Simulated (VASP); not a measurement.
TiO: relaxation of cell and atoms with PBEsol

TiO:

```
Ti O
1.0
     4.98909    0.00000    0.00000
    -2.49454    4.32068    0.00000
     0.00000    0.00000    2.87331
Ti O
3 3
Direct
  0.66667 0.33333 0.50000
  0.33333 0.66667 0.50000
  0.00000 0.00000 0.00000
  0.60556 0.60556 0.00000
  0.39444 0.00000 0.00000
  0.00000 0.39444 0.00000
```

```yaml
Program: VASP 6.6.1
Task: relaxation of cell and atoms
Functional: PBEsol
Potentials_or_basis: VASP PAW PBE potentials, release 64 (Ti_sv, O)
Cutoff: 600 eV
k_mesh: 3 × 3 × 4
Occupations: gaussian, width 0.1 eV
Spin: no spin polarisation
Dipole_correction: no
Further_INCAR_settings: ALGO = Normal; EDIFF = 1e-06; IBRION = 2; EDIFFG = -0.01; NSW = 80; ISIF = 3
```

| Item | Value |
| --- | --- |
| Relaxed volume | 10.09 Å³/atom |
| Relaxed cell | a = 4.955 Å, b = 4.955 Å, c = 2.847 Å, α = 90.00°, β = 90.00°, γ = 120.00° |
| Space group after relaxing (to 0.05 Å) | P-62m (No. 189) |
| Energy gained by relaxing | 4.0 meV/atom |
| Ionic steps | 7 |
| Pressure after relaxing | 0.0 GPa |
| Band gap on the k mesh | zero (band 27 reaches 11.50 eV, above the bottom of band 28 at 10.01 eV) |

Stress tensor (GPa, compression positive):
```
-0.07  0.00  0.00
 0.00 -0.07  0.00
 0.00  0.00  0.01
```

Step by step:
```csv
step,energy change (eV),largest force (eV/Å),pressure (GPa),volume (Å³)
1,0.0000,0.0030,-5.20,61.94
2,0.0085,0.1478,6.62,58.98
3,-0.0232,0.0652,-0.03,60.55
4,-0.0232,0.0665,0.04,60.53
5,-0.0237,0.0153,0.05,60.51
6,-0.0237,0.0100,0.06,60.51
7,-0.0237,0.0018,-0.04,60.54
```

Final structure:
```
Ti O
1.0
     4.95522    0.00000    0.00000
    -2.47761    4.29135    0.00000
     0.00000    0.00000    2.84696
Ti O
3 3
Direct
  0.66667 0.33333 0.50000
  0.33333 0.66667 0.50000
  0.00000 0.00000 0.00000
  0.60482 0.60482 0.00000
  0.39518 0.00000 0.00000
  0.00000 0.39518 0.00000
```

Levels at points of the mesh, in eV from the Fermi level:
```csv
k point,band 25,band 26,band 27,band 28,band 29,band 30
"(0.00, 0.00, 0.00)",-3.49,-0.88,-0.87,-0.87,0.29,0.29
"(0.00, 0.00, 0.50)",-2.04,-2.04,0.62,1.04,1.04,1.19
```

Run time: 81 s on 1 thread of Intel(R) Xeon(R) Platinum 8488C (Sapphire Rapids) (shared host), peak memory 0.2 GiB.

Caveat: the k points lie up to 0.55 Å⁻¹ apart in the final cell; the PAW data sets were made with another functional, which shifts forces and pressure a little; semilocal functionals often make such compounds metallic where correlation or magnetic order opens a gap, which also shifts bond lengths.
